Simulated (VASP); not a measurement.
A run of VASP 6.6.1 is set up as follows.

File INCAR:

```
AGGAC = 1.0
AGGAX = 1.0
ALDAC = 0.0
ALDAX = 1.0
ALGO = Normal
EDIFF = 1E-6
ENCUT = 520
GGA = B5
ISIF = 2
ISMEAR = -1
IVDW = 13
LASPH = True
LCHARG = False
LREAL = False
LWAVE = False
NBANDS = 16
NELM = 100
PREC = Accurate
SIGMA = 0.05
VDW_A1 = 0.44488865
VDW_A2 = 4.0933009
VDW_S6 = 1.0
VDW_S8 = 2.34076671
```

The input KPOINTS:

```
k-points
0
Gamma
  8 8 8
```

Contents of POSCAR:

```
CdS
1.0
    0.0000000000      2.9358151324      2.9358151324
    2.9358151324      0.0000000000      2.9358151324
    2.9358151324      2.9358151324      0.0000000000
Cd S
1 1
Direct
    0.0000000000      0.0000000000      0.0000000000
    0.7500000000      0.7500000000      0.7500000000
```

Potentials or basis: VASP PAW PBE potentials, release 64 (Cd, S).

Run with:

```console
$ cat potpaw_PBE.64/Cd/POTCAR potpaw_PBE.64/S/POTCAR > POTCAR
$ mpirun -np 1 vasp_std > vasp.out
```

(1) Estimate the pressure.

(2) What does it give for the dispersion energy per atom?

(3) Predict the band gap on the k mesh.

Answers

(1) 0.9 GPa.

(2) -0.574 eV.

(3) 1.07 eV, direct.

Caveat: the PAW data sets were made with another functional, which shifts forces and pressure a little.
